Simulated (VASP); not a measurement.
Input of a VASP 6.6.1 run:

File INCAR:

```
SYSTEM = MnAs
ALGO     = Normal         ! electronic algorithm
EDIFF    = 1E-8           ! SCF threshold, eV
ENCUT    = 520            ! plane-wave cutoff, eV
GGA      = PE             ! functional
ISIF     = 2              ! what is computed and relaxed
ISMEAR   = -1             ! smearing method
ISPIN    = 2              ! spin polarisation
LASPH    = .TRUE.         ! aspherical terms in the spheres
LCHARG   = .FALSE.        ! write CHGCAR
LEFG     = .TRUE.       
LMAXMIX  = 4              ! l up to which the mixer works
LORBIT   = 11             ! projections on sites
LREAL    = .FALSE.        ! projectors in reciprocal space
LWAVE    = .FALSE.        ! write WAVECAR
MAGMOM   = 4 4 0 0        ! initial moments
NBANDS   = 30             ! bands
NELM     = 150            ! most SCF steps
PREC     = Accurate       ! precision mode
SIGMA    = 0.05           ! smearing width, eV
```

The input KPOINTS:

```
k-points
0
G
  10 10 6
  0 0 0
```

File POSCAR:

```
MnAs
1.0
    3.7100000000      0.0000000000      0.0000000000
   -1.8550000000      3.2129542480      0.0000000000
    0.0000000000      0.0000000000      5.6910000000
Mn As
2 2
Direct
    0.0000000000      0.0000000000      0.0000000000
    0.0000000000      0.0000000000      0.5000000000
    0.3333333333      0.6666666667      0.2500000000
    0.6666666667      0.3333333333      0.7500000000
```

Potentials or basis: VASP PAW PBE potentials, release 64 (Mn_pv, As).

Command:

```console
$ cat potpaw_PBE.64/Mn_pv/POTCAR potpaw_PBE.64/As/POTCAR > POTCAR
$ mpirun -np 1 vasp_std > vasp.out
```

(1) Estimate the net moment.

(2) Estimate the site moments.

(3) Predict the pressure.

Answers

(1) 6.26 μB per cell.

(2) Mn +3.19; As -0.12 μB.

(3) -3.4 GPa.

Caveat: the cell stands under tension; without QUAD_EFG the Cq values of the log hold for a quadrupole moment of 1 mb, not for the nuclei; the run started ferromagnetic, and an antiferromagnetic order may lie lower in energy.
